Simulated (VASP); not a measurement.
H17ClO8, 26 atoms in the cell. The cell holds an amorphous packing of atoms, 26 atoms: a = 6.841 Å, b = 6.841 Å, c = 6.841 Å, α = 90.00°, β = 90.00°, γ = 90.00°. 

| Item | Value |
| --- | --- |
| Program | VASP 6.6.1 |
| Task | single point |
| Functional | PBE |
| Potentials or basis | VASP PAW PBE potentials, release 64 (O, H, Cl) |
| Cutoff | 520 eV |
| k mesh | 1 × 1 × 1 |
| Occupations | fermi-dirac, width 0.05 eV |
| Spin | no spin polarisation |
| Dipole correction | no |
| Further INCAR settings | LREAL = Auto; ALGO = Normal; EDIFF = 1e-06; NBANDS = 55 |

Potentials or basis: VASP PAW PBE potentials, release 64 (O, H, Cl).

Run with:

```sh
$ cat potpaw_PBE.64/O/POTCAR potpaw_PBE.64/H/POTCAR potpaw_PBE.64/Cl/POTCAR > POTCAR
$ mpirun -np 1 vasp_gam > vasp.out
```

Hardware: 1 thread of AMD EPYC 7R13 (shared host).

Problem. Estimate the wall time of this run.

Solution. It took 120 s on 1 thread of AMD EPYC 7R13, with other jobs on the host, peak memory 0.36 GiB. Counts: scf iterations 16, k points 1.
